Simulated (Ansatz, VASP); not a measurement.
Si5As3 in VASP and in Ansatz

```
CELL_PARAMETERS angstrom
6.71024 0.00025 0.00051
-3.35491 5.81168 -0.00047
0.00071 -0.00037 9.14264
ATOMIC_POSITIONS crystal
Si 0.33446 0.33464 0.54237
Si 0.33444 0.00002 0.45764
Si 0.66519 0.00002 0.54224
Si 0.66522 0.66534 0.45769
Si 0.66680 0.33328 0.12955
Si 0.66679 0.33337 0.87045
Si 0.99988 0.33467 0.45767
Si 0.99987 0.66544 0.54238
Si 0.33339 0.66664 0.87044
Si 0.33347 0.66666 0.12954
As 0.30547 0.30541 0.80521
As 0.30552 0.99999 0.19481
As 0.69458 0.99998 0.80503
As 0.69469 0.69449 0.19488
As 0.00018 0.30541 0.19485
As 0.00006 0.69464 0.80524
```

Change from the starting cell: cell x1, atoms moved at random (sigma 0.1 Å) and cell strained at random (1.5 %), then relaxed without symmetry.

Alike in both runs: functional PBE; k mesh 3 × 3 × 2; occupations gaussian, width 0.1 eV; no spin polarisation.

Ansatz relaxed the structure, and its values are those at the end. VASP's run is a single point on that final structure, the one shown.

```csv
,VASP,Ansatz
version,VASP 6.6.1,Ansatz 0.2.0
potentials or method,"VASP PAW PBE potentials, release 64 (Si, As), cutoff 520 eV","scalar-relativistic, plane waves, PAW"
valence electrons in the cell,70,130
```

```csv
,VASP,Ansatz,Ansatz less VASP
gap on the k mesh at the Fermi level (eV),0.71,0.72,+0.009
least direct gap on the mesh (eV),0.81,0.82,+0.011
pressure (GPa),0.1,0.0,-0.13
rms of the force components (eV/Å),0.017,0.002,-0.0150
```

The functional is the same, so the differences come from potentials, cutoffs and numerics. VASP's potentials hold 70 valence electrons a cell and Ansatz's 130, so a difference there can come from the potentials and not from the codes.
